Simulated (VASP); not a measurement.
## C: single point with PBE

The system is C.

```
C
1.0
     1.22805   -2.12706    0.00000
     1.22805    2.12706    0.00000
     0.00000    0.00000    7.17327
C
4
Direct
  0.08338 0.91662 0.75314
  0.58338 0.41662 0.24686
  0.91662 0.08338 0.24686
  0.41662 0.58338 0.75314
```

```
Program                : VASP 6.6.1
Task                   : single point
Functional             : PBE
Potentials or basis    : VASP PAW PBE potentials, release 64 (C)
Cutoff                 : 520 eV
k mesh                 : 24 × 24 × 8
Occupations            : gaussian, width 0.1 eV
Spin                   : no spin polarisation
Dipole correction      : no
Further INCAR settings : ALGO = Normal; EDIFF = 1e-07; NBANDS = 16
```

```json
{"Pressure": "4.2 GPa", "Largest force": "0.027 eV/Å"}
```

Forces on the atoms (eV/Å):
```
C    0.000  0.025 -0.009
C    0.000  0.025  0.009
C    0.000 -0.025  0.009
C    0.000 -0.025 -0.009
```

Stress tensor (GPa, compression positive):
```
5.50 0.00 0.00
0.00 5.38 0.00
0.00 0.00 1.64
```

Run time: 10 min on 1 thread of AMD EPYC 7R13, on a shared host, peak memory 0.38 GiB.

Caveat: the cell stands under pressure; this functional lacks dispersion, which binds layers or chains, so the pressure and a relaxed spacing across them are unreliable.
